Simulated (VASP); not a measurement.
Here is a VASP 6.6.1 calculation.

File POSCAR:

```
Ag
1.0
   -1.6400984784      1.6400984784      1.6400984784
    1.6400984784     -1.6400984784      1.6400984784
    1.6400984784      1.6400984784     -1.6400984784
Ag
1
Direct
    0.0000000000      0.0000000000      0.0000000000
```

File INCAR.step1:

```
ALGO = Normal
EDIFF = 1E-4
ENCUT = 520
GGA = PE
ISMEAR = 0
LASPH = True
LCHARG = False
LREAL = False
LWAVE = True
NBANDS = 12
NELM = 80
PREC = Accurate
SIGMA = 0.05
```

Contents of INCAR.step2:

```
ALGO = Normal
EDIFF = 1E-7
ENCUT = 520
ISIF = 2
ISMEAR = 0
ISTART = 1
LASPH = True
LCHARG = True
LELF = True
LMIXTAU = True
LREAL = False
LVHAR = True
LWAVE = False
METAGGA = R2SCAN
NBANDS = 12
NELM = 80
PREC = Accurate
SIGMA = 0.05
```

Contents of KPOINTS:

```
k-points
0
Gamma
  18 18 18
```

Potentials or basis: VASP PAW PBE potentials, release 64 (Ag).

Command:

```bash
$ cat potpaw_PBE.64/Ag/POTCAR > POTCAR
$ cp INCAR.step1 INCAR
$ mpirun -np 1 vasp_std > vasp.out
$ cp INCAR.step2 INCAR
$ mpirun -np 1 vasp_std > vasp.out
```

(1) Estimate the pressure.

Results:

(1) -0.9 GPa.

Caveat: the PAW data sets were made with another functional, which shifts forces and pressure a little.
